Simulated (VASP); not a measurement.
Mg:

```
CELL_PARAMETERS angstrom
-1.83599 1.83599 1.67940
1.83599 -1.83599 1.67940
1.83599 1.83599 -1.67940
ATOMIC_POSITIONS crystal
Mg 0.00000 0.00000 0.00000
```

```yaml
Program: VASP 6.6.1
Task: relaxation of cell and atoms
Functional: PBE
Dispersion: D4
Potentials_or_basis: VASP PAW PBE potentials, release 64 (Mg)
Cutoff: 600 eV
k_mesh: 11 × 11 × 11
Occupations: fermi-dirac, width 0.05 eV
Spin: no spin polarisation
```

At the start: pressure -0.7 GPa; volume 22.64 Å³/atom.

Q: Where does the relaxation end?

A: Over 20 steps the energy falls by 4.5 meV/atom and the volume is 22.26 Å³/atom (-1.7 %); space group Im-3m (No. 229, to 0.05 Å).

Step by step:
| step | energy change (eV) | largest force (eV/Å) | pressure (GPa) | volume (Å³) |
| --- | --- | --- | --- | --- |
| 1 | 0.0000 | 0.0000 | -0.66 | 22.64 |
| 2 | -0.0008 | 0.0000 | 0.72 | 22.34 |
| 3 | -0.0008 | 0.0000 | -0.27 | 22.40 |
| 4 | -0.0008 | 0.0000 | -0.22 | 22.38 |
| 5 | -0.0008 | 0.0000 | -0.06 | 22.36 |
| 6 | -0.0008 | 0.0000 | 0.17 | 22.35 |
| 7 | -0.0009 | 0.0000 | -0.34 | 22.43 |
| 8 | -0.0009 | 0.0000 | -0.35 | 22.43 |
| 9 | -0.0010 | 0.0000 | -0.36 | 22.43 |
| 10 | -0.0013 | 0.0000 | -0.38 | 22.43 |
| 11 | -0.0019 | 0.0000 | -0.42 | 22.43 |
| 12 | -0.0030 | 0.0000 | -0.47 | 22.42 |
| 13 | -0.0042 | 0.0000 | -0.48 | 22.38 |
| 14 | 0.0858 | 0.0000 | 0.74 | 22.02 |
| 15 | -0.0043 | 0.0000 | 2.39 | 22.23 |
| 16 | -0.0043 | 0.0000 | -0.44 | 22.35 |
| 17 | -0.0044 | 0.0000 | -0.33 | 22.29 |
| 18 | -0.0044 | 0.0000 | -0.13 | 22.26 |
| 19 | -0.0044 | 0.0000 | 0.39 | 22.25 |
| 20 | -0.0045 | 0.0000 | -0.05 | 22.26 |

Final structure:
```cif
data_structure
_symmetry_space_group_name_H-M 'P 1'
_symmetry_Int_Tables_number 1
_cell_length_a 3.0693
_cell_length_b 3.0693
_cell_length_c 3.0693
_cell_angle_alpha 109.426
_cell_angle_beta 109.426
_cell_angle_gamma 109.562
_cell_volume 22.26
loop_
_atom_site_label
_atom_site_type_symbol
_atom_site_fract_x
_atom_site_fract_y
_atom_site_fract_z
_atom_site_occupancy
Mg1 Mg 0.00000 0.00000 0.00000 1
```

Caveat: pairwise dispersion overbinds metals, which lowers pressure and volume.
